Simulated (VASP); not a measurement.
**WSe2: single point with PBE+D3(BJ)**

Crystal: WSe2.

```
CELL_PARAMETERS angstrom
3.23295 0.00000 0.00000
-1.61647 2.79981 0.00000
0.00000 0.00000 7.20656
ATOMIC_POSITIONS crystal
W 0.00000 0.00000 0.00000
Se 0.33333 0.66667 0.21676
Se 0.33333 0.66667 0.78324
```

This cell differs from its parent crystal: c/a of the conventional cell at fixed volume 2.2291.

```yaml
Program: VASP 6.6.1
Task: single point
Functional: PBE
Dispersion: D3(BJ)
Potentials_or_basis: VASP PAW PBE potentials, release 64 (W_sv, Se)
Cutoff: 520 eV
k_mesh: 9 × 9 × 4
Occupations: gaussian, width 0.05 eV
Spin: no spin polarisation
```

| Quantity | Value |
| --- | --- |
| Pressure | 16.2 GPa |
| Largest force | 3.145 eV/Å |
| Band gap on the k mesh | 1.19 eV, indirect (least direct gap 1.52 eV) |
| Dispersion energy per atom | -0.435 eV |

Forces on the atoms (eV/Å):
```
W    0.000  0.000  0.000
Se   0.000  0.000  3.145
Se   0.000  0.000 -3.145
```

Stress tensor (GPa, compression positive):
```
13.09  0.00  0.00
 0.00 13.09  0.00
 0.00  0.00 22.32
```

Levels at points of the mesh, in eV from the valence-band top:
| k point | band 10 | band 11 | band 12 | band 13 | band 14 | band 15 | band 16 | band 17 |
| --- | --- | --- | --- | --- | --- | --- | --- | --- |
| (0.00, 0.00, 0.00) | -1.84 | -1.84 | -1.71 | -0.72 | 3.01 | 3.01 | 3.43 | 3.43 |
| (0.00, 0.00, 0.50) | -2.80 | -1.84 | -1.84 | 0.00 | 2.97 | 2.97 | 3.48 | 3.48 |

Wall time 30 s on 1 thread of Intel(R) Xeon(R) Platinum 8375C CPU @ 2.90GHz (Ice Lake), on a shared host, peak memory 0.21 GiB.

Caveat: spin-orbit coupling is left out, which moves the levels of the heavy elements; forces of over 1 eV/Å act on the atoms, so gaps and moduli don't describe the material at rest. A k mesh can miss the band edges.
